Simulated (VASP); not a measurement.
A run of VASP 6.6.1 is set up as follows.

Contents of INCAR:

```
SYSTEM = Pb
PREC = Accurate
ENCUT = 520
EDIFF = 1E-7
ISMEAR = 1
SIGMA = 0.27211386245988
LREAL = .FALSE.
LASPH = .TRUE.
NELM = 80
ALGO = Normal
ISIF = 2
LWAVE = .FALSE.
LCHARG = .TRUE.
GGA = PE
LELF = .TRUE.
LVHAR = .TRUE.
NBANDS = 21
```

Contents of KPOINTS:

```
regular mesh
0
G
  6 6 4
  0 0 0
```

Contents of POSCAR:

```
Pb
1.0
    3.4715901269      0.0000000000      0.0000000000
   -1.7357950634      3.0064852414      0.0000000000
    0.0000000000      0.0000000000      5.9973895700
Pb
2
Direct
    0.3333333333      0.6666666667      0.2500000000
    0.6666666667      0.3333333333      0.7500000000
```

Potentials or basis: VASP PAW PBE potentials, release 64 (Pb_d).

Launch:

```sh
$ cat potpaw_PBE.64/Pb_d/POTCAR > POTCAR
$ mpirun -np 1 vasp_std > vasp.out
```

(1) Predict the pressure.

(2) Estimate the band gap on the k mesh.

## Answers

(1) 1.1 GPa.

(2) zero (band 14 reaches 12.95 eV, above the bottom of band 15 at 5.25 eV).

Caveat: spin-orbit coupling is left out, which moves the levels of the heavy elements.
